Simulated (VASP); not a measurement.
# Rh (R-3m) in VASP: a series of runs, part 2 of 2

VASP 6.6.1.

## (4) Electric field gradients, PBE (shortest bond scaled by 0.58)

The input, INCAR:

```
ALGO = Normal
EDIFF = 1E-8
ENCUT = 520
GGA = PE
ISIF = 2
ISMEAR = -1
LASPH = True
LCHARG = False
LEFG = True
LREAL = False
LWAVE = False
NBANDS = 22
NELM = 60
PREC = Accurate
SIGMA = 0.05
```

The input, KPOINTS:

```
k-points
0
Gamma
  10 10 10
```

The input, POSCAR:

```
Rh
1.0
    0.0000000000      2.5993341490      2.5993341490
    2.5993341490      0.0000000000      2.5993341490
    2.5993341490      2.5993341490      0.0000000000
Rh
2
Direct
   -0.2825000000     -0.0725000000     -0.0725000000
    0.2825000000      0.0725000000      0.0725000000
```

Potentials or basis: VASP PAW PBE potentials, release 64 (Rh_pv).

Command:

```
$ cat potpaw_PBE.64/Rh_pv/POTCAR > POTCAR
$ mpirun -np 1 vasp_std > vasp.out
```

OUTCAR:

```text
EDIFF = 1E-8
   ENCUT = 520
   GGA = PE
   ISIF = 2
   ISMEAR = -1
   LASPH = True
   LREAL = False
   NELM = 60
   PREC = Accurate

 ion  position               nearest neighbor table
   1  0.718  0.928  0.928-   2 1.31   2 2.72   2 2.72   2 2.72
   2  0.282  0.072  0.072-   1 1.31   1 2.72   1 2.72   1 2.72

 -----------------------------------------------------------------------------
|                                                                             |
|           W    W    AA    RRRRR   N    N  II  N    N   GGGG   !!!           |
|           W    W   A  A   R    R  NN   N  II  NN   N  G    G  !!!           |
|           W    W  A    A  R    R  N N  N  II  N N  N  G       !!!           |
|           W WW W  AAAAAA  RRRRR   N  N N  II  N  N N  G  GGG   !            |
|           WW  WW  A    A  R   R   N   NN  II  N   NN  G    G                |
|           W    W  A    A  R    R  N    N  II  N    N   GGGG   !!!           |
|                                                                             |
|     The distance between some ions is very small. Please check the          |
|     nearest-neighbor list in the OUTCAR file.                               |
|     I HOPE YOU KNOW WHAT YOU ARE DOING!                                     |
|                                                                             |
 -----------------------------------------------------------------------------

  LATTYP: Found a face centered cubic cell.
 ALAT       =     5.1986682980

  Lattice vectors:

 A1 = (   0.0000000000,   2.5993341490,   2.5993341490)
 A2 = (   2.5993341490,   0.0000000000,   2.5993341490)
 A3 = (   2.5993341490,   2.5993341490,   0.0000000000)

Analysis of symmetry for initial positions (statically):
=====================================================================
 Subroutine PRICEL returns:
 Original cell was already a primitive cell.

 Routine SETGRP: Setting up the symmetry group for a
 face centered cubic supercell.

 Subroutine GETGRP returns: Found 12 space group operations
 (whereof  4 operations were pure point group operations)
 out of a pool of 48 trial point group operations.

The static configuration has the point symmetry C_2h.
 The point group associated with its full space group is D_3d.

Analysis of symmetry for dynamics (positions and initial velocities):
=====================================================================
 Subroutine PRICEL returns:
 Original cell was already a primitive cell.

 Routine SETGRP: Setting up the symmetry group for a
 face centered cubic supercell.

 Subroutine GETGRP returns: Found 12 space group operations
 (whereof  4 operations were pure point group operations)
 out of a pool of 48 trial point group operations.

The dynamic configuration has the point symmetry C_2h.
 The point group associated with its full space group is D_3d.

 Subroutine INISYM returns: Found 12 space group operations
 (whereof  4 operations are pure point group operations),
 and found     1 'primitive' translations

----------------------------------------------------------------------------------------

                                     Primitive cell

  volume of cell :      35.1250

[... 99 lines left out ...]
   NELECT =      30.0000    total number of electrons
   NUPDOWN=      -1.0000    fix difference up-down
   EMIN   =  10.00;   EMAX   =-10.00  energy-range for DOS
   EFERMI =   0.00;   METHOD = LEGACY
   ISMEAR =    -1;   SIGMA  =   0.05  broadening in eV -4-tet -1-fermi 0-gaus
   EFERMI_NEDOS =   21; number of points for ismear=-14 and -15
   IALGO  =     38    algorithm
   IMIX   =      4    mixing-type and parameters
     AMIX     =   0.40;   BMIX     =  1.00
     AMIX_MAG =   1.60;   BMIX_MAG =  1.00
  volume/ion in A,a.u.               =      17.56       118.52
  Fermi-wavevector in a.u.,A,eV,Ry     =   1.553256  2.935229 32.825488  2.412605
  Thomas-Fermi vector in A             =   2.657513
   LORBIT       =      0    0 simple, 1 ext, 2 COOP (PROOUT), +10 PAW based schemes
   GGA     = PE    functional components
   LHFCALC =     F    Hartree Fock is set to
   AEXX    =    0.0000 exact exchange contribution
   IVDW    =     0    specifies the selected vdW correction
   LEPSILON=     F    determine dielectric tensor
   LRPA    =     F    only Hartree local field effects (RPA)
 non-spin polarized calculation
  energy-cutoff  :      520.00
  volume of cell :       35.12
 maximum number of plane-waves:       960
   NGX = 13   NGY = 13   NGZ = 13

 number of electron      29.9999990 magnetization

 Free energy of the ion-electron system (eV)
  ---------------------------------------------------
  ext. energy  EPLUGINS =         0.00000000
  ---------------------------------------------------
  free energy    TOTEN  =        31.03630791 eV

  energy without entropy =       31.04656321  energy(sigma->0) =       31.04143556

 E-fermi :   9.1778     XC(G=0): -11.7940

 val. band max:        9.1596023174   @ k =   0.3000   0.0000  -0.4000
 cond. band min:       9.1822435771   @ k =   0.0000   0.4000   0.0000
 fundamental gap:      0.0226412597
 Fermi energy:         9.1777675272

 k-point     1 :       0.0000    0.0000    0.0000
  band No.  band energies     occupation
      1     -54.7097      2.00000
      2     -44.2138      2.00000
      3     -44.2138      2.00000
      4     -37.4111      2.00000
      5     -37.4111      2.00000
      6     -32.4655      2.00000
[... 589 lines left out ...]
     21      21.5615      0.00000
     22      22.9129      0.00000

 [... further k-points ...]

------------------------ aborting loop because EDIFF is reached ----------------------------------------

  FORCE on cell =-STRESS in cart. coord.  units (eV):
  Direction    XX          YY          ZZ          XY          YZ          ZX
  --------------------------------------------------------------------------------------
  -------------------------------------------------------------------------------------
  Total       87.2148456     87.2148456     87.2148456    -88.2692257     88.2692257    -88.2692257
  in kB     3978.1821610   3978.1821610   3978.1821610  -4026.2762246   4026.2762246  -4026.2762246
  external PRESSURE =    3978.1821610 kB  Pullay stress =       0.0000000 kB

 VOLUME and BASIS-vectors are now :
 -----------------------------------------------------------------------------
  energy-cutoff  :      520.00
  volume of cell :       35.12
      direct lattice vectors                 reciprocal lattice vectors
     0.000000000  2.599334149  2.599334149    -0.192356954  0.192356954  0.192356954
     2.599334149  0.000000000  2.599334149     0.192356954 -0.192356954  0.192356954
     2.599334149  2.599334149  0.000000000     0.192356954  0.192356954 -0.192356954

 POSITION                                       TOTAL-FORCE (eV/Angst)
 -----------------------------------------------------------------------------------
      4.82176      4.27590      4.27590      -117.594381    117.594381    117.594381
      0.37690      0.92276      0.92276       117.594381   -117.594381   -117.594381
 -----------------------------------------------------------------------------------
    total drift:                               -0.000000     -0.000000     -0.000000

  FREE ENERGIE OF THE ION-ELECTRON SYSTEM (eV)
  ---------------------------------------------------
  free  energy   TOTEN  =        31.0363079057 eV

  energy  without entropy=       31.0465632136  energy(sigma->0) =       31.04143556

 Electric field gradients (V/A^2)
---------------------------------------------------------------------
 ion       V_xx      V_yy      V_zz      V_xy      V_xz      V_yz
---------------------------------------------------------------------
   1      -0.000     0.000     0.000   349.262   349.262  -349.259
   2      -0.000     0.000     0.000   349.262   349.262  -349.259
---------------------------------------------------------------------

 Electric field gradients after diagonalization (V/A^2)
 (convention: |V_zz| > |V_xx| > |V_yy|)
----------------------------------------------------------------------
 ion       V_xx      V_yy      V_zz     asymmetry (V_yy - V_xx)/ V_zz
----------------------------------------------------------------------
   1     349.263   349.259  -698.522       0.000
   2     349.263   349.259  -698.522       0.000
----------------------------------------------------------------------

           NMR quadrupolar parameters

 Cq : quadrupolar parameter    Cq=e*Q*V_zz/h
 eta: asymmetry parameters     (V_yy - V_xx)/ V_zz
 Q  : nuclear electric quadrupole moment in mb (millibarn)
----------------------------------------------------------------------
 ion       Cq(MHz)       eta       Q (mb)
----------------------------------------------------------------------
   1      -1.689       0.000       1.000
   2      -1.689       0.000       1.000
----------------------------------------------------------------------
```

stdout:

```text
POSCAR found type information on POSCAR Rh
 POSCAR found :  1 types and       2 ions
 scaLAPACK will be used
 LDA part: xc-table for (Slater+PW92), standard interpolation
 -----------------------------------------------------------------------------
|                                                                             |
|           W    W    AA    RRRRR   N    N  II  N    N   GGGG   !!!           |
|           W    W   A  A   R    R  NN   N  II  NN   N  G    G  !!!           |
|           W    W  A    A  R    R  N N  N  II  N N  N  G       !!!           |
|           W WW W  AAAAAA  RRRRR   N  N N  II  N  N N  G  GGG   !            |
|           WW  WW  A    A  R   R   N   NN  II  N   NN  G    G                |
|           W    W  A    A  R    R  N    N  II  N    N   GGGG   !!!           |
|                                                                             |
|     The distance between some ions is very small. Please check the          |
|     nearest-neighbor list in the OUTCAR file.                               |
|     I HOPE YOU KNOW WHAT YOU ARE DOING!                                     |
|                                                                             |
 -----------------------------------------------------------------------------

 POSCAR, INCAR and KPOINTS ok, starting setup
 FFT: planning ... GRIDC
 FFT: planning ... GRID_SOFT
 FFT: planning ... GRID
 WAVECAR not read
 entering main loop
ion   1

ion   2
```

Run time: 76 s. Hardware: 1 thread of Intel Xeon 6975P-C, shared host; peak memory 0.2 GiB.

Results:

| Property | Result |
| --- | --- |
| Free energy | 31.0363 eV |
| Pressure | 397.8 GPa |
| Largest force | 203.679 eV/Å |
| Band gap on the k mesh | zero (band 15 reaches 11.35 eV, above the bottom of band 16 at 8.57 eV) |

Forces in eV/Å, atoms in the order of the input:
```
Rh  -117.594  117.594  117.594
Rh   117.594 -117.594 -117.594
```

Stress tensor (GPa, compression positive):
```
 397.82 -402.63 -402.63
-402.63  397.82  402.63
-402.63  402.63  397.82
```

Levels at points of the mesh, in eV from the Fermi level:
```csv
k point,band 11,band 12,band 13,band 14,band 15,band 16,band 17,band 18,band 19,band 20
"(0.00, 0.00, 0.00)",-7.69,-5.33,-2.36,-1.33,-1.33,0.42,0.42,10.55,10.69,11.73
"(0.50, 0.00, 0.00)",-7.86,-3.37,-0.91,-0.91,2.18,2.58,2.98,2.98,9.24,9.73
"(0.00, 0.50, 0.00)",-7.30,-2.33,-1.93,-1.18,-0.61,-0.55,-0.19,4.13,8.69,10.71
"(0.50, 0.50, 0.00)",-6.87,-2.06,-1.86,-1.08,-0.50,0.45,3.61,4.77,5.53,8.00
```

Electric field gradients, principal values (V/Å²):
```csv
atom,least,middle,greatest (by size)
1 Rh,349.259,349.263,-698.522
2 Rh,349.259,349.263,-698.522
```

Caveat: the cell differs from its parent crystal (shortest bond scaled by 0.58); without QUAD_EFG the Cq values of the log hold for a quadrupole moment of 1 mb, not for the nuclei; forces of over 1 eV/Å act on the atoms, so gaps and moduli don't describe the material at rest.
